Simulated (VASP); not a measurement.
Runs of VASP 6.6.1 on MnS. The structure is that of space group Fm-3m (No. 225), or close to it. The cells are those of the table. 

```csv
spin,cell,gap on the mesh (eV),pressure (GPa),moment (μB)
"collinear, ferromagnetic start","a = 3.662 Å, angles 60.0°, 2 atoms",none,(a),(d)
"collinear, ferromagnetic start","a = 3.683 Å, angles 60.0°, 2 atoms",none,-2.6,(b)
"collinear, ferromagnetic start","a = 3.597 Å, angles 60.0°, 2 atoms",none,0.0,4.45
"collinear, ferromagnetic start","a = 3.536 Å, angles 60.0°, 2 atoms",none,3.6,4.30
off,"a = 3.597 Å, angles 60.0°, 2 atoms",none,-21.2,-
"collinear, ferromagnetic start","a = 3.601 Å, angles 60.0°, 2 atoms",none,-0.2,(c)
```

Alike in all rows: task single point; level PBE; potentials or basis VASP PAW PBE potentials, release 64 (Mn_pv, S); k mesh 12 × 12 × 12; cutoff (eV) 520; smearing gaussian 0.05 eV.

Estimate the missing entries.

(a) -2.5; (b) 4.74; (c) 4.46; (d) 4.63.

Caveats: semilocal functionals often make such compounds metallic where correlation or magnetic order opens a gap, which also shifts bond lengths; a cell with one magnetic atom can't hold antiferromagnetic order, which such compounds often take (at least some runs); the cell stands under pressure (at least some runs); the cell stands under tension (at least some runs).

A gap of «none» marks levels without a gap at the run's occupations.
